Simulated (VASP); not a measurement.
Set up this calculation in VASP 6.6.1, as the native input.

| Item | Value |
| --- | --- |
| Task | single point |
| Functional | PBE |
| Potentials or basis | VASP PAW PBE potentials, release 64 (Ga_d, Cl) |
| Cutoff | 520 eV |
| k mesh | 6 × 6 × 4 |
| Occupations | gaussian, width 0.1 eV |
| Spin | no spin polarisation |
| Dipole correction | no |
| Further INCAR settings | ALGO = Normal; EDIFF = 1e-06; NBANDS = 34 |

The structure of Ga3Cl2 lies in POSCAR:

```
Ga3Cl2
1.0
    4.2330263853      0.0000000000      0.0000000000
   -2.1165131926      3.6659083845      0.0000000000
    0.0000000000      0.0000000000      6.5859014573
Ga Cl
3 2
Direct
    0.0000000000      0.0000000000      0.0000000000
    0.3333333333      0.6666666667      0.6450000000
    0.6666666667      0.3333333333      0.3550000000
    0.3333333333      0.6666666667      0.2450000000
    0.6666666667      0.3333333333      0.7550000000
```

One way to write it, as run:

INCAR

```
  PREC = Accurate
  ENCUT = 520
  EDIFF = 1E-6
  ISMEAR = 0
  SIGMA = 0.1
  LREAL = F
  LASPH = T
  NELM = 80
  ALGO = Normal
  ISIF = 2
  LWAVE = F
  LCHARG = F
  GGA = PE
  NBANDS = 34
```

KPOINTS

```
regular mesh
0
Gamma
  6 6 4
```

Potentials or basis: VASP PAW PBE potentials, release 64 (Ga_d, Cl).

Run with:

```bash
$ cat potpaw_PBE.64/Ga_d/POTCAR potpaw_PBE.64/Cl/POTCAR > POTCAR
$ mpirun -np 1 vasp_std > vasp.out
```

Results of the run:

| Item | Value |
| --- | --- |
| Pressure | 18.0 GPa |
| Largest force | 1.891 eV/Å |

Caveat: an odd number of electrons without spin polarisation forces a metal; a magnetic or distorted state may lie lower.

Run time: 54 s on 1 thread of Intel(R) Xeon(R) Platinum 8259CL CPU @ 2.50GHz (Skylake/Cascade Lake), on a shared host, peak memory 0.24 GiB.
